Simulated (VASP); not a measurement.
Runs of VASP 6.6.1 on BaTiO3. The structure is that of space group Pm-3m (No. 221), or close to it. The cells are those of the table. 

```tsv
level	cell	smearing	gap on the mesh (eV)	pressure (GPa)
PBE	a = 3.994 Å, 5 atoms	fermi-dirac 0.02 eV	(b)	5.0
PBE	a = 4.074 Å, 5 atoms	fermi-dirac 0.02 eV	1.64	-4.6
r2SCAN	a = 3.874 Å, 5 atoms	gaussian 0.01 eV	2.36	23.0
PBE	a = 3.874 Å, 5 atoms	fermi-dirac 0.02 eV	1.93	25.6
r2SCAN	a = 4.074 Å, 5 atoms	gaussian 0.01 eV	2.01	(a)
r2SCAN	a = 3.994 Å, 5 atoms	gaussian 0.01 eV	2.15	2.0
PBE	a = 3.994, b = 3.994, c = 3.934 Å, 5 atoms	fermi-dirac 0.02 eV	1.75	8.0
PBE	a = 3.934, b = 3.994, c = 3.994 Å, 5 atoms	fermi-dirac 0.02 eV	1.75	8.0
```

Alike in all rows: task single point; potentials or basis VASP PAW PBE potentials, release 64 (Ba_sv, Ti_sv, O); no spin polarisation; k mesh 6 × 6 × 6; cutoff (eV) 520.

Task: Estimate the missing entries.

Result: (a) -7.8; (b) 1.76.

Caveats: spin-orbit coupling is left out, which moves the levels of the heavy elements; the PAW data sets were made with another functional, which shifts forces and pressure a little (some runs).

A k mesh can miss the band edges, and the runs leave out spin-orbit coupling on Ba.
